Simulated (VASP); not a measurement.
# ZrB (Cmmm) in VASP: notebook

The runs below take ZrB through single point, with PBEsol, LDA.

Everything below comes from runs of VASP 6.6.1. Logs are shortened: lines on timing, memory, paths and dates and some standing lists are left out, and cuts for length are marked.

## (1) The cell of the first run

It takes space group Cmmm (No. 65, orthorhombic). The conventional cell has a = 3.923 Å, b = 3.971 Å, c = 4.014 Å, α = 90.00°, β = 90.00°, γ = 90.00°. Zr (site symmetry mmm) has 4 B at 1.96 to 1.99 Å within 2.6 Å. Within 2.6 Å of B (site symmetry mmm) lie 4 Zr at 1.96 to 1.99 Å.

## (2) Single point, PBEsol, non-collinear spin, zero start, spin-orbit coupling

Contents of INCAR:

```
PREC = Accurate ; ENCUT = 520
EDIFF = 1E-6 ; ISMEAR = -1
SIGMA = 0.05 ; LREAL = False
LASPH = True ; NELM = 150
ALGO = Normal ; ISIF = 2
LWAVE = False ; LCHARG = False
MAGMOM = 0 0 0 0 0 0 ; LORBIT = 11
LSORBIT = True ; GGA_COMPAT = False
LORBMOM = True ; LMAXMIX = 4
GGA = PS ; NBANDS = 27
```

Contents of KPOINTS:

```
Automatic mesh
0
Gamma
  7 7 5
```

Contents of POSCAR:

```
ZrB
1.0
    1.9614334600     -1.9857162700      0.0000000000
    1.9614334600      1.9857162700      0.0000000000
    0.0000000000      0.0000000000      4.0139456300
Zr B
1 1
Direct
    0.0000000000      0.0000000000      0.5000000000
    0.5000000000      0.5000000000      0.5000000000
```

Potentials or basis: VASP PAW PBE potentials, release 64 (Zr_sv, B).

The run is started by

```
$ cat potpaw_PBE.64/Zr_sv/POTCAR potpaw_PBE.64/B/POTCAR > POTCAR
$ mpirun -np 1 vasp_ncl > vasp.out
```

OUTCAR:

```text
PREC = Accurate
   ENCUT = 520
   EDIFF = 1E-6
   ISMEAR = -1
   LREAL = False
   LASPH = True
   NELM = 150
   ISIF = 2
   LORBIT = 11
   LSORBIT = True
   GGA = PS

 ion  position               nearest neighbor table
   1  0.000  0.000  0.500-   2 1.96   2 1.96   2 1.99   2 1.99
   2  0.500  0.500  0.500-   1 1.96   1 1.96   1 1.99   1 1.99

  LATTYP: Found a base centered orthorhombic cell.
 ALAT       =     3.9228669200
 B/A-ratio  =     1.0123801345
 C/A-ratio  =     1.0232173846

  Lattice vectors:

 A1 = (   1.9614334600,  -1.9857162700,   0.0000000000)
 A2 = (   1.9614334600,   1.9857162700,   0.0000000000)
 A3 = (   0.0000000000,   0.0000000000,   4.0139456300)

Analysis of symmetry for initial positions (statically):
=====================================================================
 Subroutine PRICEL returns:
 Original cell was already a primitive cell.

 Routine SETGRP: Setting up the symmetry group for a
 base centered orthorhombic supercell.

 Subroutine GETGRP returns: Found  8 space group operations
 (whereof  8 operations were pure point group operations)
 out of a pool of  8 trial point group operations.

The static configuration has the point symmetry D_2h.

Analysis of symmetry for dynamics (positions and initial velocities):
=====================================================================
 Subroutine PRICEL returns:
 Original cell was already a primitive cell.

 Routine SETGRP: Setting up the symmetry group for a
 base centered orthorhombic supercell.

 Subroutine GETGRP returns: Found  8 space group operations
 (whereof  8 operations were pure point group operations)
 out of a pool of  8 trial point group operations.

The dynamic configuration has the point symmetry D_2h.

Analysis of structural, dynamic, and magnetic symmetry:
=====================================================================
 Subroutine PRICEL returns:
 Original cell was already a primitive cell.

 Routine SETGRP: Setting up the symmetry group for a
 base centered orthorhombic supercell.

 Subroutine GETGRP returns: Found  8 space group operations
 (whereof  8 operations were pure point group operations)
 out of a pool of  8 trial point group operations.

The overall configuration has the point symmetry D_2h.

 Subroutine INISYM returns: Found  8 space group operations
 (whereof  8 operations are pure point group operations),
 and found     1 'primitive' translations

----------------------------------------------------------------------------------------

                                     Primitive cell

  volume of cell :      31.2674

  direct lattice vectors                    reciprocal lattice vectors
     1.961433460 -1.985716270  0.000000000     0.254915606 -0.251798310  0.000000000
     1.961433460  1.985716270  0.000000000     0.254915606  0.251798310  0.000000000
     0.000000000  0.000000000  4.013945630     0.000000000  0.000000000  0.249131426

  length of vectors
     2.791109156  2.791109156  4.013945630     0.358307626  0.358307626  0.249131426

  position of ions in fractional coordinates (direct lattice)
     0.000000000  0.000000000  0.500000000
     0.500000000  0.500000000  0.500000000

  ion indices of the primitive-cell ions
   primitive index   ion index
                 1           1
                 2           2

----------------------------------------------------------------------------------------

 KPOINTS: Automatic mesh

Automatic generation of k-mesh.
 Grid dimensions read from file:
 generate k-points for:    7    7    5

 Generating k-lattice:

  Cartesian coordinates                     Fractional coordinates (reciprocal lattice)
     0.036416515 -0.035971187  0.000000000     0.142857143 -0.000000000  0.000000000
     0.036416515  0.035971187  0.000000000    -0.000000000  0.142857143  0.000000000
     0.000000000  0.000000000  0.049826285     0.000000000  0.000000000  0.200000000

  Length of vectors
     0.051186804  0.051186804  0.049826285

  Shift w.r.t. Gamma in fractional coordinates (k-lattice)
     0.000000000  0.000000000  0.000000000

 Subroutine IBZKPT returns following result:
 ===========================================

 Found     48 irreducible k-points:

 Following reciprocal coordinates:
            Coordinates               Weight
  0.000000  0.000000  0.000000      1.000000
  0.142857  0.000000  0.000000      4.000000
  0.285714  0.000000  0.000000      4.000000
  0.428571  0.000000  0.000000      4.000000
  0.142857  0.142857  0.000000      2.000000
  0.285714  0.142857  0.000000      4.000000
[... 16 lines left out ...]
  0.428571  0.142857  0.200000      8.000000
 -0.428571  0.142857  0.200000      8.000000
 [... further k-points ...]
   k-points           NKPTS =     48   k-points in BZ     NKDIM =     48   number of bands    NBANDS=     27
   number of dos      NEDOS =    301   number of ions     NIONS =      2
[... 28 lines left out ...]
   NUPDOWN=      -1.0000    fix difference up-down
   EMIN   =  10.00;   EMAX   =-10.00  energy-range for DOS
   EFERMI =   0.00;   METHOD = LEGACY
   ISMEAR =    -1;   SIGMA  =   0.05  broadening in eV -4-tet -1-fermi 0-gaus
   EFERMI_NEDOS =   21; number of points for ismear=-14 and -15
   IALGO  =     38    algorithm
   IMIX   =      4    mixing-type and parameters
     AMIX     =   0.40;   BMIX     =  1.00
     AMIX_MAG =   1.60;   BMIX_MAG =  1.00
  volume/ion in A,a.u.               =      15.63       105.50
  Fermi-wavevector in a.u.,A,eV,Ry     =   1.281567  2.421810 22.346383  1.642413
  Thomas-Fermi vector in A             =   2.413929
   LORBIT       =     11    0 simple, 1 ext, 2 COOP (PROOUT), +10 PAW based schemes
   GGA     = PS    functional components
   LHFCALC =     F    Hartree Fock is set to
   AEXX    =    0.0000 exact exchange contribution
   IVDW    =     0    specifies the selected vdW correction
   LEPSILON=     F    determine dielectric tensor
   LRPA    =     F    only Hartree local field effects (RPA)
  energy-cutoff  :      520.00
  volume of cell :       31.27
 maximum number of plane-waves:      1720
 NGX is ok and might be reduce to    24
   NGX = 11   NGY = 11   NGZ = 15

 number of electron      15.0000001 magnetization       0.0000000      0.0000000     -0.0000000

 number of electron      15.0000001 magnetization       0.0000000      0.0000000      0.0000000

 number of electron      15.0000001 magnetization       0.0000000     -0.0000000     -0.0000000

 number of electron      15.0000001 magnetization      -0.0000000     -0.0000000     -0.0000000

 Free energy of the ion-electron system (eV)
  ---------------------------------------------------
  ext. energy  EPLUGINS =         0.00000000
  ---------------------------------------------------
  free energy    TOTEN  =       -10.94202708 eV

  energy without entropy =      -10.93448187  energy(sigma->0) =      -10.93825447

 E-fermi :   6.9740     XC(G=0): -10.5410

 val. band max:        6.8863264774   @ k =  -0.4286   0.4286   0.4000
 cond. band min:       6.9828588203   @ k =  -0.2857   0.1429   0.0000
 fundamental gap:      0.0965323429
 Fermi energy:         6.9739564191

 k-point     1 :       0.0000    0.0000    0.0000
  band No.  band energies     occupation
      1     -40.5151      1.00000
      2     -40.5151      1.00000
      3     -19.5109      1.00000
      4     -19.5109      1.00000
      5     -17.9336      1.00000
      6     -17.9336      1.00000
[... 709 lines left out ...]
     26      15.4290      0.00000
     27      17.2880      0.00000

 [... further k-points ...]

------------------------ aborting loop because EDIFF is reached ----------------------------------------

  FORCE on cell =-STRESS in cart. coord.  units (eV):
  Direction    XX          YY          ZZ          XY          YZ          ZX
  --------------------------------------------------------------------------------------
  -------------------------------------------------------------------------------------
  Total       21.6816767     21.0114499     -0.3880249      0.0000000      0.0000000      0.0000000
  in kB     1110.9926668   1076.6495141    -19.8828184      0.0000000      0.0000000      0.0000000
  external PRESSURE =     722.5864542 kB  Pullay stress =       0.0000000 kB

 VOLUME and BASIS-vectors are now :
 -----------------------------------------------------------------------------
  energy-cutoff  :      520.00
  volume of cell :       31.27
      direct lattice vectors                 reciprocal lattice vectors
     1.961433460 -1.985716270  0.000000000     0.254915606 -0.251798310  0.000000000
     1.961433460  1.985716270  0.000000000     0.254915606  0.251798310  0.000000000
     0.000000000  0.000000000  4.013945630     0.000000000  0.000000000  0.249131426

 POSITION                                       TOTAL-FORCE (eV/Angst)
 -----------------------------------------------------------------------------------
      0.00000      0.00000      2.00697         0.000000      0.000000      0.000000
      1.96143      0.00000      2.00697        -0.000000      0.000000      0.000000
 -----------------------------------------------------------------------------------
    total drift:                                0.000000      0.000000     -0.000000

  FREE ENERGIE OF THE ION-ELECTRON SYSTEM (eV)
  ---------------------------------------------------
  free  energy   TOTEN  =       -10.9420270801 eV

  energy  without entropy=      -10.9344818657  energy(sigma->0) =      -10.93825447

 orbital moment (x)

 # of ion     p       d       tot
 ----------------------------------------
  1         0.000   0.000   0.000
  2         0.000   0.000   0.000
 ----------------------------------------
            0.000   0.000   0.000

 orbital moment (y)

 # of ion     p       d       tot
 ----------------------------------------
  1         0.000   0.000   0.000
  2         0.000   0.000   0.000
 ----------------------------------------
            0.000   0.000   0.000

 orbital moment (z)

 # of ion     p       d       tot
 ----------------------------------------
  1         0.000   0.000   0.000
  2         0.000   0.000   0.000
 ----------------------------------------
            0.000   0.000   0.000

 Spin-Orbit-Coupling matrix elements

 Ion:    1  E_soc:     -0.1571337
 l=   1
     0.0000000    -0.0243372    -0.0276646
    -0.0243372     0.0000000    -0.0244245
    -0.0276646    -0.0244245     0.0000000
 l=   2
     0.0000000    -0.0001700     0.0000000    -0.0001735    -0.0008641
    -0.0001700     0.0000000    -0.0002904    -0.0001223    -0.0001090
     0.0000000    -0.0002904     0.0000000    -0.0002947     0.0000000
    -0.0001735    -0.0001223    -0.0002947     0.0000000    -0.0001165
    -0.0008641    -0.0001090     0.0000000    -0.0001165     0.0000000
 l=   3
     0.0000000     0.0000000     0.0000000     0.0000000     0.0000000     0.0000000     0.0000000
     0.0000000     0.0000000     0.0000000     0.0000000     0.0000000     0.0000000     0.0000000
     0.0000000     0.0000000     0.0000000     0.0000000     0.0000000     0.0000000     0.0000000
     0.0000000     0.0000000     0.0000000     0.0000000     0.0000000     0.0000000     0.0000000
     0.0000000     0.0000000     0.0000000     0.0000000     0.0000000     0.0000000     0.0000000
     0.0000000     0.0000000     0.0000000     0.0000000     0.0000000     0.0000000     0.0000000
     0.0000000     0.0000000     0.0000000     0.0000000     0.0000000     0.0000000     0.0000000

 Ion:    2  E_soc:      0.0000390
 l=   1
     0.0000000     0.0000024     0.0000144
     0.0000024     0.0000000     0.0000028
     0.0000144     0.0000028     0.0000000
 l=   2
     0.0000000     0.0000000     0.0000000     0.0000000     0.0000000
     0.0000000     0.0000000     0.0000000     0.0000000     0.0000000
     0.0000000     0.0000000     0.0000000     0.0000000     0.0000000
     0.0000000     0.0000000     0.0000000     0.0000000     0.0000000
     0.0000000     0.0000000     0.0000000     0.0000000     0.0000000
 l=   3
     0.0000000     0.0000000     0.0000000     0.0000000     0.0000000     0.0000000     0.0000000
     0.0000000     0.0000000     0.0000000     0.0000000     0.0000000     0.0000000     0.0000000
     0.0000000     0.0000000     0.0000000     0.0000000     0.0000000     0.0000000     0.0000000
     0.0000000     0.0000000     0.0000000     0.0000000     0.0000000     0.0000000     0.0000000
     0.0000000     0.0000000     0.0000000     0.0000000     0.0000000     0.0000000     0.0000000
     0.0000000     0.0000000     0.0000000     0.0000000     0.0000000     0.0000000     0.0000000
     0.0000000     0.0000000     0.0000000     0.0000000     0.0000000     0.0000000     0.0000000

 total charge

# of ion       s       p       d       tot
------------------------------------------
    1        2.302   6.018   2.562  10.883
    2        0.895   1.326   0.000   2.221
--------------------------------------------------
tot          3.197   7.345   2.562  13.104

 magnetization (x)

# of ion       s       p       d       tot
------------------------------------------
    1        0.000   0.000   0.000   0.000
    2        0.000   0.000   0.000   0.000
--------------------------------------------------
tot          0.000   0.000   0.000   0.000

 magnetization (y)

# of ion       s       p       d       tot
------------------------------------------
    1        0.000   0.000   0.000   0.000
    2        0.000   0.000   0.000   0.000
--------------------------------------------------
tot          0.000   0.000   0.000   0.000

 magnetization (z)

# of ion       s       p       d       tot
------------------------------------------
    1       -0.000   0.000   0.000   0.000
    2        0.000  -0.000   0.000  -0.000
--------------------------------------------------
tot         -0.000   0.000   0.000   0.000
```

Run time: 36 s. Hardware: 1 thread of Intel Xeon 6975P-C (Granite Rapids), shared host; peak memory 0.25 GiB.

What came out:

- Free energy: -10.9420 eV
- Pressure: 72.3 GPa
- Net moment: 0.00 μB per cell
- Valence electrons inside the program's atomic spheres: Zr 10.88; B 2.22

Moments on the atoms (μB; x, y, z):
```
Zr  0.00 0.00 0.00
B   0.00 0.00 0.00
```

Caveat: the PAW data sets were made with another functional, which shifts forces and pressure a little.

(Continued in part 2 of 2.)
